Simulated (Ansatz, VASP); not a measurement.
**Hf3O2 in VASP and in Ansatz**

INCAR

```
SYSTEM = Hf3O2
PREC = Accurate
ENCUT = 600
EDIFF = 1E-7
ISMEAR = 0
SIGMA = 0.1
LREAL = .False.
LASPH = .True.
NELM = 80
ALGO = Normal
ISIF = 3
LWAVE = .False.
LCHARG = .False.
GGA = PE
IBRION = 2
NSW = 90
EDIFFG = -0.04
```

File KPOINTS:

```
regular mesh
0
Gamma
  6 6 4
  0 0 0
```

The input POSCAR:

```
Hf3O2
1.0
    3.7691533908      0.0000000000      0.0000000000
   -1.8845766954      3.2641825872      0.0000000000
    0.0000000000      0.0000000000      5.8641904278
Hf O
3 2
Direct
    0.0000000000      0.0000000000      0.0000000000
    0.3333333333      0.6666666667      0.6450000000
    0.6666666667      0.3333333333      0.3550000000
    0.3333333333      0.6666666667      0.2450000000
    0.6666666667      0.3333333333      0.7550000000
```

Input for Ansatz:

```yaml
crystal:
  lattice:
    - [3.7691533908, 0.0, 0.0]
    - [-1.8845766954, 3.2641825872, 0.0]
    - [0.0, 0.0, 5.8641904278]
  atoms:
    - { symbol: Hf, position: [0.0, 0.0, 0.0] }
    - { symbol: Hf, position: [0.3333333333, 0.6666666667, 0.645] }
    - { symbol: Hf, position: [0.6666666667, 0.3333333333, 0.355] }
    - { symbol: O, position: [0.3333333333, 0.6666666667, 0.245] }
    - { symbol: O, position: [0.6666666667, 0.3333333333, 0.755] }
basis:
  ecutwfc: 420
kpoints:
  mp_grid: { grid: [6, 6, 4] }
hamiltonian:
  xc: pbe
scf:
  occupations: { method: gaussian, width: 0.1 }
  lower_state_search: "off"
output:
  forces: true
  stress: true
  eigenvalues: true
relax:
  adjacent_minimum: "off"
  f_tol: 0.04
  max_steps: 70
  cell: { stress_tol: 0.4 }
```

Alike in both runs: task relaxation of cell and atoms; functional PBE; k mesh 6 × 6 × 4; occupations gaussian, width 0.1 eV; no spin polarisation.

```csv
,VASP,Ansatz
version,VASP 6.6.1,Ansatz 0.2.0
potentials or method,"VASP PAW PBE potentials, release 64 (Hf_pv, O), cutoff 600 eV","scalar-relativistic, plane waves, PAW"
valence electrons in the cell,42,90
```

|  | VASP | Ansatz | Ansatz less VASP |
| --- | --- | --- | --- |
| gap on the k mesh at the Fermi level, each at its own relaxed structure (eV) | none | none | - |
| relaxed volume (Å³/atom) | 14.09 | 18.13 | +4.033 |
| relaxed cell length with the largest relative difference (Å) | 7.667 | 9.779 | +2.1120 |

A gap of «none» marks a metal or a gap that the smearing closes. One of these differences is far larger than is usual between the two programs; its cause wasn't traced. VASP's potentials hold 42 valence electrons a cell and Ansatz's 90, so a difference there can come from the potentials and not from the codes.

Neither program's run includes spin-orbit coupling.
